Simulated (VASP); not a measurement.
## Ti: single point with PBE

The system is Ti.

```
Ti
1.0
     2.16499    0.00000    0.00000
    -1.08249    1.87493    0.00000
     0.00000    0.00000    4.18783
Ti
2
Direct
  0.33333 0.66667 0.25000
  0.66667 0.33333 0.75000
```

```json
{"Program": "VASP 6.6.1", "Task": "single point", "Functional": "PBE", "Potentials or basis": "VASP PAW PBE potentials, release 64 (Ti_sv)", "Cutoff": "520 eV", "k mesh": "19 × 19 × 10", "Occupations": "fermi-dirac, width 0.08 eV", "Spin": "no spin polarisation", "Dipole correction": "no", "Further INCAR settings": "ALGO = Normal; EDIFF = 1e-06; NBANDS = 19"}
```

```yaml
Pressure: 232.7 GPa
Band_gap_on_the_k_mesh: zero (bands 12 and 13 overlap by 1.81 eV)
```

Stress tensor (GPa, compression positive):
```
235.60   0.00   0.00
  0.00 235.60   0.00
  0.00   0.00 227.02
```

Levels at points of the mesh, in eV from the Fermi level:
| k point | band 9 | band 10 | band 11 | band 12 | band 13 | band 14 | band 15 | band 16 |
| --- | --- | --- | --- | --- | --- | --- | --- | --- |
| (0.00, 0.00, 0.00) | -5.86 | -3.38 | -1.22 | 1.31 | 1.31 | 1.89 | 1.89 | 3.28 |
| (0.00, 0.00, 0.50) | -2.99 | -2.99 | -1.15 | -1.15 | 1.44 | 1.44 | 1.44 | 1.44 |

Run time: 47 s on 1 thread of Intel Xeon 8259CL, with other jobs on the host, peak memory 0.18 GiB.

Caveat: the stress differs along the axes, from 227 to 236 GPa.
